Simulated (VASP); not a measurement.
Write the native input for VASP 6.6.1 that does the following.

- Task: single point
- Functional: PBE
- Potentials or basis: VASP PAW PBE potentials, release 64 (Os)
- Cutoff: 520 eV
- k mesh: 16 × 16 × 16
- Occupations: fermi-dirac, width 0.1 eV
- Spin: no spin polarisation
- Dipole correction: no
- Further INCAR settings: ALGO = Normal; EDIFF = 1e-07; NBANDS = 10

The structure of Os lies in POSCAR:

```
Os
1.0
   -1.4818205927      1.4818205927      1.4818205927
    1.4818205927     -1.4818205927      1.4818205927
    1.4818205927      1.4818205927     -1.4818205927
Os
1
Direct
    0.0000000000      0.0000000000      0.0000000000
```

This cell differs from its parent crystal: volume scaled by 0.88.

One way to write it, as run:

INCAR

```
SYSTEM = Os
PREC = Accurate
ENCUT = 520
EDIFF = 1E-7
ISMEAR = -1
SIGMA = 0.1
LREAL = .FALSE.
LASPH = .TRUE.
NELM = 80
ALGO = Normal
ISIF = 2
LWAVE = .FALSE.
LCHARG = .FALSE.
GGA = PE
NBANDS = 10
```

KPOINTS

```
Automatic mesh
0
G
  16 16 16
  0 0 0
```

Potentials or basis: VASP PAW PBE potentials, release 64 (Os).

Command:

```bash
$ cat potpaw_PBE.64/Os/POTCAR > POTCAR
$ mpirun -np 1 vasp_std > vasp.out
```

It gave:

The pressure is 62.4 GPa and the band gap on the k mesh is zero (band 4 reaches 13.81 eV, above the bottom of band 5 at 8.57 eV).

Caveat: spin-orbit coupling is left out, which moves the levels of the heavy elements.

Wall time 36 s on 1 thread of AMD EPYC 7R13, on a shared host, peak memory 0.11 GiB.
